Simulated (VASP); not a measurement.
Crystal: TiAl.

```xyz
4
Lattice="2.2685 -2.2941 0.0000 2.2685 2.2941 0.0000 0.0000 0.0000 6.8076" Properties=species:S:1:pos:R:3 pbc="T T T"
Ti    0.0000    0.0000    2.3670
Ti    0.0000    0.0000    4.4405
Al    2.2685    0.0000    0.0000
Al    0.0000    0.0000    0.0000
```

The cell was generated, and may not be a known phase.

```yaml
Program: VASP 6.6.1
Task: relaxation of cell and atoms
Functional: PBE
Potentials_or_basis: VASP PAW PBE potentials, release 64 (Ti_sv, Al)
Cutoff: 600 eV
k_mesh: 6 × 6 × 4
Occupations: gaussian, width 0.1 eV
Spin: no spin polarisation
```

At the start: pressure 18.8 GPa; volume 17.71 Å³/atom.

Question: Where does the relaxation end?

Answer: Over 12 steps the energy falls by 238.2 meV/atom and the volume is 22.32 Å³/atom (+26.0 %); space group P4/mmm (No. 123, to 0.1 Å) before and after.

The path:
```tsv
step	energy change (eV)	largest force (eV/Å)	pressure (GPa)	volume (Å³)
1	0.0000	0.0971	18.85	70.86
2	-0.8479	0.4000	-3.05	94.42
3	-0.9002	0.3205	0.02	88.64
4	-0.9003	0.3258	-0.21	89.02
5	-0.9203	0.3458	-0.15	88.96
6	-0.9349	0.1848	0.82	88.71
7	-0.9390	0.4081	-0.07	88.88
8	-0.9478	0.2613	0.22	88.80
9	-0.9457	0.4270	0.35	89.29
10	-0.9515	0.0301	0.23	89.02
11	-0.9518	0.0338	-0.25	89.54
12	-0.9527	0.0090	-0.03	89.30
```

Final structure:
```yaml
crystal:
  lattice:
    - [2.51484, -2.51271, 0.00000]
    - [2.51484, 2.51271, 0.00000]
    - [0.00000, 0.00000, 7.06589]
  atoms:
    - { symbol: Ti, position: [0.00000, 0.00000, 0.35629] }
    - { symbol: Ti, position: [0.00000, 0.00000, 0.64371] }
    - { symbol: Al, position: [0.50000, 0.50000, 0.00000] }
    - { symbol: Al, position: [0.00000, 0.00000, 0.00000] }
```

Caveat: the volume moved by over 15 % at a fixed basis, so the end points are rough; atoms lie so close that the PAW spheres overlap strongly, which falsifies energies and pressures.
